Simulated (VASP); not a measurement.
# CO2 (Pa-3) in VASP: single point with PBE

Aim: the single point of CO2 with PBE.

All numbers are computed with VASP 6.6.1; they aren't measurements. Logs are shortened: lines on timing, memory, paths and dates and some standing lists are left out, and cuts for length are marked.

## 1. The cell of the first run

It takes space group Pa-3 (No. 205, cubic). The conventional cell has a = 5.620 Å, b = 5.620 Å, c = 5.620 Å, α = 90.00°, β = 90.00°, γ = 90.00°. C (site symmetry -3) has 2 O at 1.17 Å within 1.6 Å. Within 1.6 Å of O (site symmetry 3) lie 1 C at 1.17 Å.

## 2. Single point, PBE

Contents of INCAR:

```
SYSTEM = CO2
ALGO = Normal
EDIFF = 1E-6
ENCUT = 520
GGA = PE
ISIF = 2
ISMEAR = -1
LASPH = .TRUE.
LCHARG = .FALSE.
LREAL = .FALSE.
LWAVE = .FALSE.
NBANDS = 44
NELM = 80
PREC = Accurate
SIGMA = 0.02
```

Contents of KPOINTS:

```
k-points
0
G
  4 4 4
  0 0 0
```

Contents of POSCAR:

```
CO2
1.0
    5.6200000000      0.0000000000      0.0000000000
    0.0000000000      5.6200000000      0.0000000000
    0.0000000000      0.0000000000      5.6200000000
C O
4 8
Direct
    0.0000000000      0.0000000000      0.0000000000
    0.5000000000      0.0000000000      0.5000000000
    0.5000000000      0.5000000000      0.0000000000
    0.0000000000      0.5000000000      0.5000000000
    0.1200167693      0.1200167693      0.1200167693
    0.3799832307      0.8799832307      0.6200167693
    0.6200167693      0.3799832307      0.8799832307
    0.8799832307      0.6200167693      0.3799832307
    0.8799832307      0.8799832307      0.8799832307
    0.6200167693      0.1200167693      0.3799832307
    0.3799832307      0.6200167693      0.1200167693
    0.1200167693      0.3799832307      0.6200167693
```

Potentials or basis: VASP PAW PBE potentials, release 64 (C, O).

On the command line:

```console
> cat potpaw_PBE.64/C/POTCAR potpaw_PBE.64/O/POTCAR > POTCAR
> mpirun -np 1 vasp_std > vasp.out
```

OUTCAR:

```text
SYSTEM = CO2
   EDIFF = 1E-6
   ENCUT = 520
   GGA = PE
   ISIF = 2
   ISMEAR = -1
   LASPH = .TRUE.
   LREAL = .FALSE.
   NELM = 80
   PREC = Accurate

 ion  position               nearest neighbor table
   1  0.000  0.000  0.000-   5 1.17   9 1.17
   2  0.500  0.000  0.500-   6 1.17  10 1.17
   3  0.500  0.500  0.000-   7 1.17  11 1.17
   4  0.000  0.500  0.500-   8 1.17  12 1.17
   5  0.120  0.120  0.120-   1 1.17
   6  0.380  0.880  0.620-   2 1.17
   7  0.620  0.380  0.880-   3 1.17
   8  0.880  0.620  0.380-   4 1.17
   9  0.880  0.880  0.880-   1 1.17
  10  0.620  0.120  0.380-   2 1.17
  11  0.380  0.620  0.120-   3 1.17
  12  0.120  0.380  0.620-   4 1.17

  LATTYP: Found a simple cubic cell.
 ALAT       =     5.6200000000

  Lattice vectors:

 A1 = (   5.6200000000,   0.0000000000,   0.0000000000)
 A2 = (   0.0000000000,   5.6200000000,   0.0000000000)
 A3 = (   0.0000000000,   0.0000000000,   5.6200000000)

Analysis of symmetry for initial positions (statically):
=====================================================================
 Subroutine PRICEL returns:
 Original cell was already a primitive cell.

 Routine SETGRP: Setting up the symmetry group for a
 simple cubic supercell.

 Subroutine GETGRP returns: Found 24 space group operations
 (whereof  6 operations were pure point group operations)
 out of a pool of 48 trial point group operations.

The static configuration has the point symmetry S_6 .
 The point group associated with its full space group is T_h .

Analysis of symmetry for dynamics (positions and initial velocities):
=====================================================================
 Subroutine PRICEL returns:
 Original cell was already a primitive cell.

 Routine SETGRP: Setting up the symmetry group for a
 simple cubic supercell.

 Subroutine GETGRP returns: Found 24 space group operations
 (whereof  6 operations were pure point group operations)
 out of a pool of 48 trial point group operations.

The dynamic configuration has the point symmetry S_6 .
 The point group associated with its full space group is T_h .

 Subroutine INISYM returns: Found 24 space group operations
 (whereof  6 operations are pure point group operations),
 and found     1 'primitive' translations

----------------------------------------------------------------------------------------

                                     Primitive cell

  volume of cell :     177.5043

  direct lattice vectors                    reciprocal lattice vectors
     5.620000000  0.000000000  0.000000000     0.177935943  0.000000000  0.000000000
     0.000000000  5.620000000  0.000000000     0.000000000  0.177935943  0.000000000
     0.000000000  0.000000000  5.620000000     0.000000000  0.000000000  0.177935943

  length of vectors
     5.620000000  5.620000000  5.620000000     0.177935943  0.177935943  0.177935943

  position of ions in fractional coordinates (direct lattice)
     0.000000000  0.000000000  0.000000000
     0.500000000  0.000000000  0.500000000
     0.500000000  0.500000000  0.000000000
     0.000000000  0.500000000  0.500000000
     0.120016769  0.120016769  0.120016769
     0.379983231  0.879983231  0.620016769
     0.620016769  0.379983231  0.879983231
     0.879983231  0.620016769  0.379983231
     0.879983231  0.879983231  0.879983231
     0.620016769  0.120016769  0.379983231
     0.379983231  0.620016769  0.120016769
     0.120016769  0.379983231  0.620016769

  ion indices of the primitive-cell ions
   primitive index   ion index
                 1           1
                 2           2
                 3           3
                 4           4
                 5           5
                 6           6
                 7           7
                 8           8
                 9           9
                10          10
                11          11
                12          12

----------------------------------------------------------------------------------------

 KPOINTS: k-points

Automatic generation of k-mesh.
 Grid dimensions read from file:
 generate k-points for:    4    4    4

 Generating k-lattice:

  Cartesian coordinates                     Fractional coordinates (reciprocal lattice)
     0.044483986  0.000000000  0.000000000     0.250000000  0.000000000  0.000000000
     0.000000000  0.044483986  0.000000000     0.000000000  0.250000000  0.000000000
     0.000000000  0.000000000  0.044483986     0.000000000  0.000000000  0.250000000

  Length of vectors
     0.044483986  0.044483986  0.044483986

  Shift w.r.t. Gamma in fractional coordinates (k-lattice)
     0.000000000  0.000000000  0.000000000

 Subroutine IBZKPT returns following result:
 ===========================================

 Found     11 irreducible k-points:

 Following reciprocal coordinates:
            Coordinates               Weight
  0.000000  0.000000  0.000000      1.000000
  0.250000  0.000000  0.000000      6.000000
  0.500000  0.000000  0.000000      3.000000
  0.250000  0.250000  0.000000     12.000000
  0.500000  0.250000  0.000000      6.000000
 -0.250000  0.500000  0.000000      6.000000
  0.500000  0.500000  0.000000      3.000000
  0.250000  0.250000  0.250000      8.000000
  0.500000  0.250000  0.250000     12.000000
  0.500000  0.500000  0.250000      6.000000
  0.500000  0.500000  0.500000      1.000000
   k-points           NKPTS =     11   k-points in BZ     NKDIM =     11   number of bands    NBANDS=     44
   number of dos      NEDOS =    301   number of ions     NIONS =     12
   total plane-waves  NPLWV =  74088
   dimension x,y,z NGX =    42 NGY =   42 NGZ =   42
   dimension x,y,z NGXF=    84 NGYF=   84 NGZF=   84
   ions per type =               4   8
   NGX,Y,Z   is equivalent  to a cutoff of  12.42, 12.42, 12.42 a.u.
   NGXF,Y,Z  is equivalent  to a cutoff of  24.85, 24.85, 24.85 a.u.
 SYSTEM =  CO2
   PREC   = accura    normal or accurate (medium, high low for compatibility)
   ISTART =      0    job   : 0-new  1-cont  2-samecut
   ICHARG =      2    charge: 1-file 2-atom 10-const
   ISPIN  =      1    spin polarized calculation?
   LNONCOLLINEAR =      F non collinear calculations
   LSORBIT =      F    spin-orbit coupling
   LASPH  =      T    aspherical Exc in radial PAW
   ENCUT  =  520.0 eV  38.22 Ry    6.18 a.u.  10.45 10.45 10.45*2*pi/ulx,y,z
   NELM   =     80;   NELMIN=  2; NELMDL= -5     # of ELM steps
   EDIFF  = 0.1E-05   stopping-criterion for ELM
   LREAL  =      F    real-space projection
   EDIFFG = 0.1E-04   stopping-criterion for IOM
   NSW    =      0    number of steps for IOM
   IBRION =     -1    ionic relax: 0-MD 1-quasi-New 2-CG
   NFREE  =      0    steps in history (QN), initial steepest desc. (CG)
   ISIF   =      2    stress and relaxation
   ISYM   =      2    0-nonsym 1-usesym 2-fastsym
   POTIM  = 0.5000    time-step for ionic-motion
   TEBEG  =    0.0;   TEEND  =   0.0 temperature during run
   PSTRESS=    0.0 pullay stress
   NELECT =      64.0000    total number of electrons
   NUPDOWN=      -1.0000    fix difference up-down
   EMIN   =  10.00;   EMAX   =-10.00  energy-range for DOS
   EFERMI =   0.00;   METHOD = LEGACY
   ISMEAR =    -1;   SIGMA  =   0.02  broadening in eV -4-tet -1-fermi 0-gaus
   EFERMI_NEDOS =   21; number of points for ismear=-14 and -15
   IALGO  =     38    algorithm
   IMIX   =      4    mixing-type and parameters
     AMIX     =   0.40;   BMIX     =  1.00
     AMIX_MAG =   1.60;   BMIX_MAG =  1.00
  volume/ion in A,a.u.               =      14.79        99.82
  Fermi-wavevector in a.u.,A,eV,Ry     =   1.165195  2.201899 18.472341  1.357679
  Thomas-Fermi vector in A             =   2.301723
   LORBIT       =      0    0 simple, 1 ext, 2 COOP (PROOUT), +10 PAW based schemes
   GGA     = PE    functional components
   LHFCALC =     F    Hartree Fock is set to
   AEXX    =    0.0000 exact exchange contribution
   IVDW    =     0    specifies the selected vdW correction
   LEPSILON=     F    determine dielectric tensor
   LRPA    =     F    only Hartree local field effects (RPA)
 non-spin polarized calculation
  energy-cutoff  :      520.00
  volume of cell :      177.50
 maximum number of plane-waves:      4801
 NGX is ok and might be reduce to    42
   NGX = 21   NGY = 21   NGZ = 21

 number of electron      63.9999950 magnetization

 Free energy of the ion-electron system (eV)
  ---------------------------------------------------
  ext. energy  EPLUGINS =         0.00000000
  ---------------------------------------------------
  free energy    TOTEN  =       -92.12749131 eV

  energy without entropy =      -92.12749131  energy(sigma->0) =      -92.12749131

 E-fermi :  -3.1818     XC(G=0):  -7.8447

 val. band max:       -3.6666861308   @ k =   0.0000   0.0000   0.0000
 cond. band min:       3.1047396977   @ k =   0.0000   0.0000   0.0000
 fundamental gap:      6.7714258285
 Fermi energy:        -3.1818476819

 k-point     1 :       0.0000    0.0000    0.0000
  band No.  band energies     occupation
      1     -24.2589      2.00000
      2     -24.0541      2.00000
      3     -24.0541      2.00000
      4     -24.0541      2.00000
      5     -23.1225      2.00000
      6     -23.1225      2.00000
[... 36 lines left out ...]
     43       7.1613      0.00000
     44       7.1613      0.00000

 k-point     2 :       0.2500    0.0000    0.0000
  band No.  band energies     occupation
      1     -24.2307      2.00000
      2     -24.0860      2.00000
      3     -24.0539      2.00000
      4     -24.0539      2.00000
      5     -23.1211      2.00000
      6     -23.1209      2.00000
[... 415 lines left out ...]
 k-point    11 :       0.5000    0.5000    0.5000
  band No.  band energies     occupation
      1     -24.1048      2.00000
      2     -24.1048      2.00000
      3     -24.1048      2.00000
      4     -24.1048      2.00000
      5     -23.1108      2.00000
      6     -23.1108      2.00000
[... 36 lines left out ...]
     43       5.9828      0.00000
     44       5.9828      0.00000

------------------------ aborting loop because EDIFF is reached ----------------------------------------

  FORCE on cell =-STRESS in cart. coord.  units (eV):
  Direction    XX          YY          ZZ          XY          YZ          ZX
  --------------------------------------------------------------------------------------
  -------------------------------------------------------------------------------------
  Total        3.1934417      3.1934417      3.1934417      0.0000000     -0.0000000     -0.0000000
  in kB       28.8244235     28.8244235     28.8244235      0.0000000     -0.0000000     -0.0000000
  external PRESSURE =      28.8244235 kB  Pullay stress =       0.0000000 kB

 VOLUME and BASIS-vectors are now :
 -----------------------------------------------------------------------------
  energy-cutoff  :      520.00
  volume of cell :      177.50
      direct lattice vectors                 reciprocal lattice vectors
     5.620000000  0.000000000  0.000000000     0.177935943  0.000000000  0.000000000
     0.000000000  5.620000000  0.000000000     0.000000000  0.177935943  0.000000000
     0.000000000  0.000000000  5.620000000     0.000000000  0.000000000  0.177935943

 POSITION                                       TOTAL-FORCE (eV/Angst)
 -----------------------------------------------------------------------------------
      0.00000      0.00000      0.00000         0.000000      0.000000     -0.000000
      2.81000      0.00000      2.81000         0.000000      0.000000     -0.000000
      2.81000      2.81000      0.00000         0.000000      0.000000     -0.000000
      0.00000      2.81000      2.81000         0.000000      0.000000     -0.000000
      0.67449      0.67449      0.67449         0.376262      0.376262      0.376262
      2.13551      4.94551      3.48449        -0.376262     -0.376262      0.376262
      3.48449      2.13551      4.94551         0.376262     -0.376262     -0.376262
      4.94551      3.48449      2.13551        -0.376262      0.376262     -0.376262
      4.94551      4.94551      4.94551        -0.376262     -0.376262     -0.376262
      3.48449      0.67449      2.13551         0.376262      0.376262     -0.376262
      2.13551      3.48449      0.67449        -0.376262      0.376262      0.376262
      0.67449      2.13551      3.48449         0.376262     -0.376262      0.376262
 -----------------------------------------------------------------------------------
    total drift:                                0.000000     -0.000000     -0.000000

  FREE ENERGIE OF THE ION-ELECTRON SYSTEM (eV)
  ---------------------------------------------------
  free  energy   TOTEN  =       -92.1274913125 eV

  energy  without entropy=      -92.1274913125  energy(sigma->0) =      -92.12749131
```

Wall time 75 s (1 thread of Intel Xeon Platinum 8488C (Sapphire Rapids), shared host); peak memory 0.27 GiB.

Results:

| Quantity | Value |
| --- | --- |
| Free energy | -92.1275 eV |
| Pressure | 2.9 GPa |
| Largest force | 0.652 eV/Å |
| Band gap on the k mesh | 6.77 eV |

Forces in eV/Å, atoms in the order of the input:
```
C    0.000  0.000  0.000
C    0.000  0.000  0.000
C    0.000  0.000  0.000
C    0.000  0.000  0.000
O    0.376  0.376  0.376
O   -0.376 -0.376  0.376
O    0.376 -0.376 -0.376
O   -0.376  0.376 -0.376
O   -0.376 -0.376 -0.376
O    0.376  0.376 -0.376
O   -0.376  0.376  0.376
O    0.376 -0.376  0.376
```

Caveat: this functional lacks dispersion, which holds the molecules together, so the pressure and a relaxed volume are unreliable.
